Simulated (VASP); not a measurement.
**LiF (Griceite): single point with LDA**

Crystal: LiF (Griceite).

```xyz
2
Lattice="0.0000 2.0005 2.0005 2.0005 0.0000 2.0005 2.0005 2.0005 0.0000" Properties=species:S:1:pos:R:3 pbc="T T T"
F     2.0005    2.0005    2.0005
Li    0.0000    0.0000    0.0000
```

* Program: VASP 6.6.1
* Task: single point
* Functional: LDA
* Potentials or basis: VASP PAW LDA potentials, release 64 (F, Li_sv)
* Cutoff: 520 eV
* k mesh: 11 × 11 × 11
* Occupations: fermi-dirac, width 0.05 eV
* Spin: no spin polarisation

```
Band gap on the k mesh : 9.02 eV, direct
```

Levels at points of the mesh, in eV from the valence-band top:
```csv
k point,band 2,band 3,band 4,band 5,band 6,band 7,band 8,band 9
"(0.00, 0.00, 0.00)",-19.62,0.00,0.00,0.00,9.02,23.72,23.72,23.72
```

Wall time 9.4 s on 1 thread of Intel(R) Xeon(R) Platinum 8175M CPU @ 2.50GHz (Skylake/Cascade Lake) (shared host), peak memory 0.12 GiB.

 A k mesh can miss the band edges.
